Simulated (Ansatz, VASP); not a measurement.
## One calculation of InAs, two programs

```xyz
2
Lattice="0.0000 3.0180 3.0180 3.0180 0.0000 3.0180 3.0180 3.0180 0.0000" Properties=species:S:1:pos:R:3 pbc="T T T"
In    0.0000    0.0000    0.0000
As    4.5270    4.5270    4.5270
```

Alike in both runs: functional PBE; k mesh 8 × 8 × 8; occupations fermi-dirac, width 0.05 eV; non-collinear spin, spin-orbit coupling.

```csv
,VASP,Ansatz
version,VASP 6.6.1,Ansatz 0.2.0
potentials or method,"VASP PAW PBE potentials, release 64 (In_d, As)",Ansatz PAW
plane-wave cutoff (eV),520,420
valence electrons in the cell,18,28
task,single point,band structure
```

```tsv
	VASP	Ansatz	Ansatz less VASP
pressure (GPa)	4.3	4.2	-0.09
net moment per atom (μB)	0.00	0.00	0.000
```

The functional is the same, so the differences come from potentials, cutoffs and numerics. VASP's potentials hold 18 valence electrons a cell and Ansatz's 28, so a difference there can come from the potentials and not from the codes.
